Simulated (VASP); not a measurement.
# Zr (P6_3/mmc) in VASP: notebook, part 2 of 2

VASP 6.6.1. The steps go on from the part before.

## (4) Single point, PBEsol+D3(BJ)

This run uses another cell than the first one, of 21.49 Å³/atom.

Input file INCAR:

```
SYSTEM = Zr
ALGO = Normal
EDIFF = 1E-6
ENCUT = 520
GGA = PS
ISIF = 2
ISMEAR = -1
IVDW = 12
LASPH = .True.
LCHARG = .False.
LREAL = .False.
LWAVE = .False.
NBANDS = 19
NELM = 80
PREC = Accurate
SIGMA = 0.05
```

Input file KPOINTS:

```
k-points
0
Gamma
  9 9 5
  0 0 0
```

Input file POSCAR:

```
Zr
1.0
    3.1302643383      0.0000000000      0.0000000000
   -1.5651321692      2.7108884376      0.0000000000
    0.0000000000      0.0000000000      5.0657000058
Zr
2
Direct
    0.6666666667      0.3333333333      0.7500000000
    0.3333333333      0.6666666667      0.2500000000
```

Potentials or basis: VASP PAW PBE potentials, release 64 (Zr_sv).

The run is started by

```console
> cat potpaw_PBE.64/Zr_sv/POTCAR > POTCAR
> mpirun -np 1 vasp_std > vasp.out
```

OUTCAR:

```text
SYSTEM = Zr
   EDIFF = 1E-6
   ENCUT = 520
   GGA = PS
   ISIF = 2
   ISMEAR = -1
   IVDW = 12
   LASPH = .True.
   LREAL = .False.
   NELM = 80
   PREC = Accurate
 IVDW          = 12

 ion  position               nearest neighbor table
   1  0.667  0.333  0.750-   2 3.11   2 3.11   2 3.11   2 3.11   2 3.11   2 3.11
   2  0.333  0.667  0.250-   1 3.11   1 3.11   1 3.11   1 3.11   1 3.11   1 3.11

  LATTYP: Found a hexagonal cell.
 ALAT       =     3.1302643383
 C/A-ratio  =     1.6182978363

  Lattice vectors:

 A1 = (   3.1302643383,   0.0000000000,   0.0000000000)
 A2 = (  -1.5651321692,   2.7108884376,   0.0000000000)
 A3 = (   0.0000000000,   0.0000000000,   5.0657000058)

Analysis of symmetry for initial positions (statically):
=====================================================================
 Subroutine PRICEL returns:
 Original cell was already a primitive cell.

 Routine SETGRP: Setting up the symmetry group for a
 hexagonal supercell.

 Subroutine GETGRP returns: Found 24 space group operations
 (whereof 12 operations were pure point group operations)
 out of a pool of 24 trial point group operations.

The static configuration has the point symmetry D_3d.
 The point group associated with its full space group is D_6h.

Analysis of symmetry for dynamics (positions and initial velocities):
=====================================================================
 Subroutine PRICEL returns:
 Original cell was already a primitive cell.

 Routine SETGRP: Setting up the symmetry group for a
 hexagonal supercell.

 Subroutine GETGRP returns: Found 24 space group operations
 (whereof 12 operations were pure point group operations)
 out of a pool of 24 trial point group operations.

The dynamic configuration has the point symmetry D_3d.
 The point group associated with its full space group is D_6h.

 Subroutine INISYM returns: Found 24 space group operations
 (whereof 12 operations are pure point group operations),
 and found     1 'primitive' translations

----------------------------------------------------------------------------------------

                                     Primitive cell

  volume of cell :      42.9865

  direct lattice vectors                    reciprocal lattice vectors
     3.130264338  0.000000000  0.000000000     0.319461838  0.184441378  0.000000000
    -1.565132169  2.710888438  0.000000000     0.000000000  0.368882757  0.000000000
     0.000000000  0.000000000  5.065700006     0.000000000  0.000000000  0.197406084

  length of vectors
     3.130264338  3.130264338  5.065700006     0.368882757  0.368882757  0.197406084

  position of ions in fractional coordinates (direct lattice)
     0.666666667  0.333333333  0.750000000
     0.333333333  0.666666667  0.250000000

  ion indices of the primitive-cell ions
   primitive index   ion index
                 1           1
                 2           2

----------------------------------------------------------------------------------------

 KPOINTS: k-points

Automatic generation of k-mesh.
 Grid dimensions read from file:
 generate k-points for:    9    9    5

 Generating k-lattice:

  Cartesian coordinates                     Fractional coordinates (reciprocal lattice)
     0.035495760  0.020493486  0.000000000     0.111111111  0.000000000  0.000000000
     0.000000000  0.040986973  0.000000000     0.000000000  0.111111111  0.000000000
     0.000000000  0.000000000  0.039481217     0.000000000  0.000000000  0.200000000

  Length of vectors
     0.040986973  0.040986973  0.039481217

  Shift w.r.t. Gamma in fractional coordinates (k-lattice)
     0.000000000  0.000000000  0.000000000

 Subroutine IBZKPT returns following result:
 ===========================================

 Found     36 irreducible k-points:

 Following reciprocal coordinates:
            Coordinates               Weight
  0.000000  0.000000  0.000000      1.000000
  0.111111  0.000000  0.000000      6.000000
  0.222222 -0.000000  0.000000      6.000000
  0.333333 -0.000000  0.000000      6.000000
  0.444444 -0.000000  0.000000      6.000000
  0.111111  0.111111  0.000000      6.000000
[... 16 lines left out ...]
  0.333333  0.222222  0.200000     24.000000
  0.333333  0.333333  0.200000      4.000000
 [... further k-points ...]
   k-points           NKPTS =     36   k-points in BZ     NKDIM =     36   number of bands    NBANDS=     19
   number of dos      NEDOS =    301   number of ions     NIONS =      2
   total plane-waves  NPLWV =  23040
   dimension x,y,z NGX =    24 NGY =   24 NGZ =   40
   dimension x,y,z NGXF=    48 NGYF=   48 NGZF=   80
   ions per type =               2
   NGX,Y,Z   is equivalent  to a cutoff of  12.75, 12.75, 13.13 a.u.
   NGXF,Y,Z  is equivalent  to a cutoff of  25.49, 25.49, 26.25 a.u.
 SYSTEM =  Zr
   PREC   = accura    normal or accurate (medium, high low for compatibility)
   ISTART =      0    job   : 0-new  1-cont  2-samecut
   ICHARG =      2    charge: 1-file 2-atom 10-const
   ISPIN  =      1    spin polarized calculation?
   LNONCOLLINEAR =      F non collinear calculations
   LSORBIT =      F    spin-orbit coupling
   LASPH  =      T    aspherical Exc in radial PAW
   ENCUT  =  520.0 eV  38.22 Ry    6.18 a.u.   5.82  5.82  9.42*2*pi/ulx,y,z
   NELM   =     80;   NELMIN=  2; NELMDL= -5     # of ELM steps
   EDIFF  = 0.1E-05   stopping-criterion for ELM
   LREAL  =      F    real-space projection
   EDIFFG = 0.1E-04   stopping-criterion for IOM
   NSW    =      0    number of steps for IOM
   IBRION =     -1    ionic relax: 0-MD 1-quasi-New 2-CG
   NFREE  =      0    steps in history (QN), initial steepest desc. (CG)
   ISIF   =      2    stress and relaxation
   ISYM   =      2    0-nonsym 1-usesym 2-fastsym
   POTIM  = 0.5000    time-step for ionic-motion
   TEBEG  =    0.0;   TEEND  =   0.0 temperature during run
   PSTRESS=    0.0 pullay stress
   NELECT =      24.0000    total number of electrons
   NUPDOWN=      -1.0000    fix difference up-down
   EMIN   =  10.00;   EMAX   =-10.00  energy-range for DOS
   EFERMI =   0.00;   METHOD = LEGACY
   ISMEAR =    -1;   SIGMA  =   0.05  broadening in eV -4-tet -1-fermi 0-gaus
   EFERMI_NEDOS =   21; number of points for ismear=-14 and -15
   IALGO  =     38    algorithm
   IMIX   =      4    mixing-type and parameters
     AMIX     =   0.40;   BMIX     =  1.00
     AMIX_MAG =   1.60;   BMIX_MAG =  1.00
  volume/ion in A,a.u.               =      21.49       145.04
  Fermi-wavevector in a.u.,A,eV,Ry     =   1.348035  2.547417 24.724489  1.817199
  Thomas-Fermi vector in A             =   2.475737
   LORBIT       =      0    0 simple, 1 ext, 2 COOP (PROOUT), +10 PAW based schemes
   GGA     = PS    functional components
   LHFCALC =     F    Hartree Fock is set to
   AEXX    =    0.0000 exact exchange contribution
   IVDW    =    12    specifies the selected vdW correction
   LEPSILON=     F    determine dielectric tensor
   LRPA    =     F    only Hartree local field effects (RPA)
 non-spin polarized calculation
  energy-cutoff  :      520.00
  volume of cell :       42.99
 maximum number of plane-waves:      1168
 NGX is ok and might be reduce to    24
   NGX = 11   NGY = 11   NGZ = 19

 number of electron      23.9999999 magnetization

 Free energy of the ion-electron system (eV)
  ---------------------------------------------------
  ext. energy  EPLUGINS =         0.00000000
  ---------------------------------------------------
  free energy    TOTEN  =       -18.14629772 eV

  energy without entropy =      -18.12888525  energy(sigma->0) =      -18.13759149

 E-fermi :   9.7752     XC(G=0): -11.5731

 val. band max:        9.7204709634   @ k =   0.4444  -0.0000   0.0000
 cond. band min:       9.7855648764   @ k =   0.2222   0.2222   0.4000
 fundamental gap:      0.0650939130
 Fermi energy:         9.7751527992

 k-point     1 :       0.0000    0.0000    0.0000
  band No.  band energies     occupation
      1     -38.8091      2.00000
      2     -38.6048      2.00000
      3     -17.4975      2.00000
      4     -16.3755      2.00000
      5     -16.3755      2.00000
      6     -16.2281      2.00000
[... 11 lines left out ...]
     18      12.1817      0.00000
     19      14.6350      0.00000
[... 485 lines left out ...]
 k-point    24 :       0.3333    0.3333    0.2000
  band No.  band energies     occupation
      1     -38.5651      2.00000
      2     -38.5651      2.00000
      3     -17.1002      2.00000
      4     -17.0767      2.00000
      5     -17.0767      2.00000
      6     -16.7804      2.00000
[... 11 lines left out ...]
     18      14.5689      0.00000
     19      17.1932      0.00000

 [... further k-points ...]

------------------------ aborting loop because EDIFF is reached ----------------------------------------

 Edisp (eV)   -1.24845

 E8    (eV) :    -0.9192

  FORCE on cell =-STRESS in cart. coord.  units (eV):
  Direction    XX          YY          ZZ          XY          YZ          ZX
  --------------------------------------------------------------------------------------
  -------------------------------------------------------------------------------------
  Total       0.01204     0.01204     0.01254    -0.00000    -0.00000    -0.00000
  in kB       0.44885     0.44885     0.46730    -0.00000    -0.00000    -0.00000
  external pressure =        0.45 kB  Pullay stress =        0.00 kB

 VOLUME and BASIS-vectors are now :
 -----------------------------------------------------------------------------
  energy-cutoff  :      520.00
  volume of cell :       42.99
      direct lattice vectors                 reciprocal lattice vectors
     3.130264338  0.000000000  0.000000000     0.319461838  0.184441378  0.000000000
    -1.565132169  2.710888438  0.000000000     0.000000000  0.368882757  0.000000000
     0.000000000  0.000000000  5.065700006     0.000000000  0.000000000  0.197406084

 POSITION                                       TOTAL-FORCE (eV/Angst)
 -----------------------------------------------------------------------------------
      1.56513      0.90363      3.79928         0.000000      0.000000      0.000000
     -0.00000      1.80726      1.26643        -0.000000      0.000000      0.000000
 -----------------------------------------------------------------------------------
    total drift:                               -0.000000      0.000000     -0.000000

  FREE ENERGIE OF THE ION-ELECTRON SYSTEM (eV)
  ---------------------------------------------------
  free  energy   TOTEN  =       -19.3947461901 eV

  energy  without entropy=      -19.3773337229  energy(sigma->0) =      -19.38603996
```

Run time: 21 s. Hardware: 1 thread of Intel Xeon 8259CL, shared host; peak memory 0.18 GiB.

Results:

| Quantity | Value |
| --- | --- |
| Free energy | -19.3947 eV |
| Pressure | 0.0 GPa |
| Band gap on the k mesh | zero (bands 12 and 13 overlap by 1.12 eV) |
| Dispersion energy per atom | -0.624 eV |

Caveat: the PAW data sets were made with another functional, which shifts forces and pressure a little.

## (5) Summary

| task | level | cell | k mesh | cutoff (eV) | smearing | gap on the mesh (eV) | pressure (GPa) |
| --- | --- | --- | --- | --- | --- | --- | --- |
| relaxation of cell and atoms | PBEsol | relaxed to 30 GPa from a = 3.232, b = 3.232, c = 5.147 Å, angles 90.0, 90.0, 120.0°, 2 atoms | 9 × 9 × 5 | 600 | fermi-dirac 0.05 eV | none | 30.0 |
| single point | PBE | a = 3.232, b = 3.232, c = 5.147 Å, angles 90.0, 90.0, 120.0°, 2 atoms | 5 × 5 × 3 | 520 | fermi-dirac 0.04 eV | none | 0.7 |
| single point | PBEsol+D3(BJ) | a = 3.130, b = 3.130, c = 5.066 Å, angles 90.0, 90.0, 120.0°, 2 atoms | 9 × 9 × 5 | 520 | fermi-dirac 0.05 eV | none | 0.0 |

Alike in all rows: potentials or basis VASP PAW PBE potentials, release 64 (Zr_sv); no spin polarisation.

Caveats: some runs use coarse meshes; the PAW data sets were made with another functional, which shifts forces and pressure a little (at least some runs); the cell is relaxed towards a set pressure, so the run minimises the enthalpy, not the energy (at least some runs); the volume moved by over 15 % at a fixed basis, so the end points are rough (at least some runs).

Total energies depend on the potentials used, so only differences within one code and one set of settings carry meaning.

The gap in the log of VASP goes by the Fermi energy; the results here count the filled bands.